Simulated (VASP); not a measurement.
# Rb3TaP2 (P6/mmm) in VASP: notebook

Runs on Rb3TaP2. Level: PBE. Tasks: single point, relaxation of cell and atoms.

All numbers are computed with VASP 6.6.1; they aren't measurements. Logs are shortened: lines on timing, memory, paths and dates and some standing lists are left out, and cuts for length are marked.

## (1) The cell of the first run

It takes space group P6/mmm (No. 191, hexagonal). The conventional cell has a = 5.785 Å, b = 5.785 Å, c = 5.720 Å, α = 90.00°, β = 90.00°, γ = 120.00°. Rb (site symmetry mmm) has 4 Rb at 2.89 Å and 4 P at 3.31 Å within 3.8 Å. Ta (site symmetry 6/mmm) has 6 P at 3.34 Å and 12 Rb at 4.07 Å within 4.4 Å. Within 4.4 Å of P (site symmetry -6m2) lie 6 Rb at 3.31 Å and 3 Ta at 3.34 Å and 3 P at 3.34 Å.

## (2) Single point, PBE

Contents of INCAR:

```
PREC = Accurate
ENCUT = 520
EDIFF = 1E-6
ISMEAR = 0
SIGMA = 0.1
LREAL = False
LASPH = True
NELM = 60
ALGO = Normal
ISIF = 2
LWAVE = False
LCHARG = False
GGA = PE
NBANDS = 33
```

Contents of KPOINTS:

```
regular mesh
0
Gamma
  3 3 4
```

Contents of POSCAR:

```
Rb3TaP2
1.0
    5.7849067594      0.0000000000      0.0000000000
   -2.8924533797      5.0098762122      0.0000000000
    0.0000000000      0.0000000000      5.7200246648
Rb Ta P
3 1 2
Direct
    0.5000000000      0.0000000000      0.5000000000
    0.5000000000      0.5000000000      0.5000000000
    0.0000000000      0.5000000000      0.5000000000
    0.0000000000      0.0000000000      0.0000000000
    0.3333333333      0.6666666667      0.0000000000
    0.6666666667      0.3333333333      0.0000000000
```

Potentials or basis: VASP PAW PBE potentials, release 64 (Rb_sv, Ta_pv, P).

On the command line:

```
> cat potpaw_PBE.64/Rb_sv/POTCAR potpaw_PBE.64/Ta_pv/POTCAR potpaw_PBE.64/P/POTCAR > POTCAR
> mpirun -np 1 vasp_std > vasp.out
```

OUTCAR:

```text
PREC = Accurate
   ENCUT = 520
   EDIFF = 1E-6
   ISMEAR = 0
   LREAL = False
   LASPH = True
   NELM = 60
   ISIF = 2
   GGA = PE

 ion  position               nearest neighbor table
   1  0.500  0.000  0.500-   2 2.89   3 2.89   2 2.89   3 2.89   5 3.31   6 3.31   5 3.31   6 3.31
                             4 4.07   4 4.07   4 4.07   4 4.07   2 5.01   3 5.01   2 5.01   3 5.01
   2  0.500  0.500  0.500-   3 2.89   3 2.89   1 2.89   1 2.89   5 3.31   6 3.31   5 3.31   6 3.31
                             4 4.07   4 4.07   4 4.07   4 4.07   1 5.01   1 5.01   3 5.01   3 5.01
   3  0.000  0.500  0.500-   2 2.89   2 2.89   1 2.89   1 2.89   5 3.31   6 3.31   5 3.31   6 3.31
                             4 4.07   4 4.07   4 4.07   4 4.07   1 5.01   1 5.01   2 5.01   2 5.01
   4  0.000  0.000  0.000-   1 4.07   1 4.07   1 4.07   1 4.07   2 4.07   3 4.07   3 4.07   3 4.07
                             3 4.07   2 4.07   2 4.07   2 4.07
   5  0.333  0.667  0.000-   3 3.31   3 3.31   1 3.31   1 3.31   2 3.31   2 3.31
   6  0.667  0.333  0.000-   3 3.31   3 3.31   1 3.31   1 3.31   2 3.31   2 3.31

 -----------------------------------------------------------------------------
|                                                                             |
|           W    W    AA    RRRRR   N    N  II  N    N   GGGG   !!!           |
|           W    W   A  A   R    R  NN   N  II  NN   N  G    G  !!!           |
|           W    W  A    A  R    R  N N  N  II  N N  N  G       !!!           |
|           W WW W  AAAAAA  RRRRR   N  N N  II  N  N N  G  GGG   !            |
|           WW  WW  A    A  R   R   N   NN  II  N   NN  G    G                |
|           W    W  A    A  R    R  N    N  II  N    N   GGGG   !!!           |
|                                                                             |
|     The distance between some ions is very small. Please check the          |
|     nearest-neighbor list in the OUTCAR file.                               |
|     I HOPE YOU KNOW WHAT YOU ARE DOING!                                     |
|                                                                             |
 -----------------------------------------------------------------------------

  LATTYP: Found a hexagonal cell.
 ALAT       =     5.7849067594
 C/A-ratio  =     0.9887842454

  Lattice vectors:

 A1 = (   5.7849067594,   0.0000000000,   0.0000000000)
 A2 = (  -2.8924533797,   5.0098762122,   0.0000000000)
 A3 = (   0.0000000000,   0.0000000000,   5.7200246648)

Analysis of symmetry for initial positions (statically):
=====================================================================
 Subroutine PRICEL returns:
 Original cell was already a primitive cell.

 Routine SETGRP: Setting up the symmetry group for a
 hexagonal supercell.

 Subroutine GETGRP returns: Found 24 space group operations
 (whereof 24 operations were pure point group operations)
 out of a pool of 24 trial point group operations.

[... 119 lines left out ...]
   EMIN   =  10.00;   EMAX   =-10.00  energy-range for DOS
   EFERMI =   0.00;   METHOD = LEGACY
   ISMEAR =     0;   SIGMA  =   0.10  broadening in eV -4-tet -1-fermi 0-gaus
   EFERMI_NEDOS =   21; number of points for ismear=-14 and -15
   IALGO  =     38    algorithm
   IMIX   =      4    mixing-type and parameters
     AMIX     =   0.40;   BMIX     =  1.00
     AMIX_MAG =   1.60;   BMIX_MAG =  1.00
  volume/ion in A,a.u.               =      27.63       186.45
  Fermi-wavevector in a.u.,A,eV,Ry     =   1.083049  2.046666 15.959571  1.172995
  Thomas-Fermi vector in A             =   2.219106
   LORBIT       =      0    0 simple, 1 ext, 2 COOP (PROOUT), +10 PAW based schemes
   GGA     = PE    functional components
   LHFCALC =     F    Hartree Fock is set to
   AEXX    =    0.0000 exact exchange contribution
   IVDW    =     0    specifies the selected vdW correction
   LEPSILON=     F    determine dielectric tensor
   LRPA    =     F    only Hartree local field effects (RPA)
 non-spin polarized calculation
 Gauss-broadening in eV      SIGMA  =   0.10
  energy-cutoff  :      520.00
  volume of cell :      165.78
 maximum number of plane-waves:      4498
 NGX is ok and might be reduce to    48
   NGX = 21   NGY = 21   NGZ = 21

 number of electron      47.9999997 magnetization

 Free energy of the ion-electron system (eV)
  ---------------------------------------------------
  ext. energy  EPLUGINS =         0.00000000
  ---------------------------------------------------
  free energy    TOTEN  =       -18.33429434 eV

  energy without entropy =      -18.29317015  energy(sigma->0) =      -18.31373225

 E-fermi :   3.1507     XC(G=0):  -9.2854

 val. band max:        3.1306365327   @ k =   0.3333  -0.0000   0.0000
 cond. band min:       3.1686250828   @ k =   0.0000   0.0000   0.5000
 fundamental gap:      0.0379885501
 Fermi energy:         3.1506784650

 k-point     1 :       0.0000    0.0000    0.0000
  band No.  band energies     occupation
      1     -32.4410      2.00000
      2     -32.4410      2.00000
      3     -32.4324      2.00000
      4     -25.7971      2.00000
      5     -24.8119      2.00000
      6     -24.8119      2.00000
[... 313 lines left out ...]
     32       7.7608      0.00000
     33       7.8001      0.00000

------------------------ aborting loop because EDIFF is reached ----------------------------------------

  FORCE on cell =-STRESS in cart. coord.  units (eV):
  Direction    XX          YY          ZZ          XY          YZ          ZX
  --------------------------------------------------------------------------------------
  -------------------------------------------------------------------------------------
  Total        0.2608506      0.2608506      0.0990680      0.0000000      0.0000000      0.0000000
  in kB        2.5210481      2.5210481      0.9574643      0.0000000      0.0000000      0.0000000
  external PRESSURE =       1.9998535 kB  Pullay stress =       0.0000000 kB

 VOLUME and BASIS-vectors are now :
 -----------------------------------------------------------------------------
  energy-cutoff  :      520.00
  volume of cell :      165.78
      direct lattice vectors                 reciprocal lattice vectors
     5.784906759  0.000000000  0.000000000     0.172863633  0.099802865  0.000000000
    -2.892453380  5.009876212  0.000000000     0.000000000  0.199605730  0.000000000
     0.000000000  0.000000000  5.720024665     0.000000000  0.000000000  0.174824421

 POSITION                                       TOTAL-FORCE (eV/Angst)
 -----------------------------------------------------------------------------------
      2.89245      0.00000      2.86001         0.000000      0.000000     -0.000000
      1.44623      2.50494      2.86001         0.000000      0.000000     -0.000000
     -1.44623      2.50494      2.86001         0.000000      0.000000     -0.000000
      0.00000      0.00000      0.00000         0.000000      0.000000     -0.000000
     -0.00000      3.33992      0.00000         0.000000      0.000000     -0.000000
      2.89245      1.66996      0.00000        -0.000000      0.000000      0.000000
 -----------------------------------------------------------------------------------
    total drift:                               -0.000000     -0.000000     -0.000000

  FREE ENERGIE OF THE ION-ELECTRON SYSTEM (eV)
  ---------------------------------------------------
  free  energy   TOTEN  =       -18.3342943434 eV

  energy  without entropy=      -18.2931701523  energy(sigma->0) =      -18.31373225
```

OSZICAR:

```text
N       E                     dE             d eps       ncg     rms          rms(c)
DAV:   1     0.313407029031E+03    0.31341E+03   -0.22345E+04   602   0.129E+03
DAV:   2     0.169599980954E+00   -0.31324E+03   -0.30033E+03   748   0.291E+02
DAV:   3    -0.223826565892E+02   -0.22552E+02   -0.22265E+02   882   0.701E+01
DAV:   4    -0.234562660825E+02   -0.10736E+01   -0.10710E+01   900   0.133E+01
DAV:   5    -0.234913968522E+02   -0.35131E-01   -0.35127E-01   828   0.199E+00    0.158E+01
DAV:   6    -0.230769797265E+02    0.41442E+00   -0.14356E+01   676   0.142E+01    0.154E+01
DAV:   7    -0.191111754771E+02    0.39658E+01   -0.23913E+01   666   0.124E+01    0.950E+00
DAV:   8    -0.184682391144E+02    0.64294E+00   -0.16126E+00   644   0.426E+00    0.423E+00
DAV:   9    -0.183693901963E+02    0.98849E-01   -0.57608E-01   724   0.275E+00    0.146E+00
DAV:  10    -0.183357000370E+02    0.33690E-01   -0.10820E-01   730   0.118E+00    0.452E-01
DAV:  11    -0.183343170097E+02    0.13830E-02   -0.11158E-02   740   0.377E-01    0.245E-01
DAV:  12    -0.183343254202E+02   -0.84105E-05   -0.25794E-03   876   0.148E-01    0.891E-02
DAV:  13    -0.183343007234E+02    0.24697E-04   -0.18004E-04   754   0.691E-02    0.245E-02
DAV:  14    -0.183342955656E+02    0.51579E-05   -0.48560E-05   802   0.271E-02    0.119E-02
DAV:  15    -0.183342941327E+02    0.14328E-05   -0.45917E-06   595   0.995E-03    0.472E-03
DAV:  16    -0.183342943434E+02   -0.21062E-06   -0.65021E-07   441   0.377E-03
   1 F= -.18334294E+02 E0= -.18313732E+02  d E =-.411242E-01
```

Run time: 61 s. Hardware: 1 thread of Intel Xeon Platinum 8375C at 2.90GHz (Ice Lake), shared host; peak memory 0.33 GiB.

Results:

```yaml
Free_energy: -18.3343 eV
Pressure: 0.2 GPa
Band_gap_on_the_k_mesh: zero (band 24 reaches 3.69 eV, above the bottom of band 25 at 3.01 eV)
```

Levels at points of the mesh, in eV from the Fermi level:
```tsv
k point	band 22	band 23	band 24	band 25	band 26	band 27
(0.00, 0.00, 0.00)	-0.92	-0.23	-0.23	-0.14	-0.14	0.75
(0.00, 0.00, 0.50)	-0.70	-0.63	-0.45	0.02	0.23	0.23
```

Caveat: the k points lie up to 0.42 Å⁻¹ apart; spin-orbit coupling is left out, which moves the levels of the heavy elements.

## (3) Single point, PBE

This run uses another cell than the first one, of 27.71 Å³/atom, 1.003 times its volume.

Contents of INCAR:

```
SYSTEM = Rb3TaP2
PREC = Accurate
ENCUT = 520
EDIFF = 1E-6
ISMEAR = 0
SIGMA = 0.1
LREAL = .False.
LASPH = .True.
NELM = 100
ALGO = Normal
ISIF = 2
LWAVE = .False.
LCHARG = .False.
GGA = PE
NBANDS = 33
```

Contents of KPOINTS:

```
regular mesh
0
Gamma
  9 9 8
  0 0 0
```

Changes to POSCAR since step 2:

```diff
@@ -2,5 +2,5 @@
 1.0
-    5.7849067594      0.0000000000      0.0000000000
-   -2.8924533797      5.0098762122      0.0000000000
-    0.0000000000      0.0000000000      5.7200246648
+    5.7875672046      0.0000000000      0.0000000000
+   -2.8937836023      5.0121802253      0.0000000000
+    0.0000000000      0.0000000000      5.7317166213
 Rb Ta P
```

Potentials or basis: VASP PAW PBE potentials, release 64 (Rb_sv, Ta_pv, P).

On the command line:

```
> cat potpaw_PBE.64/Rb_sv/POTCAR potpaw_PBE.64/Ta_pv/POTCAR potpaw_PBE.64/P/POTCAR > POTCAR
> mpirun -np 1 vasp_std > vasp.out
```

Run time: 4.2 min. Hardware: 1 thread of Intel Xeon 6975P-C (Granite Rapids), shared host; peak memory 0.5 GiB.

It converged, with:

| Property | Result |
| --- | --- |
| Free energy | -18.2240 eV |
| Pressure | 0.2 GPa |
| Band gap on the k mesh | zero (band 24 reaches 3.68 eV, above the bottom of band 25 at 3.01 eV) |

Stress tensor (GPa, compression positive):
```
0.25 0.00 0.00
0.00 0.25 0.00
0.00 0.00 0.10
```

Levels at points of the mesh, in eV from the Fermi level:
```tsv
k point	band 22	band 23	band 24	band 25	band 26	band 27
(0.00, 0.00, 0.00)	-0.99	-0.31	-0.31	-0.16	-0.16	0.70
(0.00, 0.00, 0.50)	-0.77	-0.64	-0.44	-0.05	0.20	0.20
```

Caveat: spin-orbit coupling is left out, which moves the levels of the heavy elements.

(Continued in part 2 of 3.)
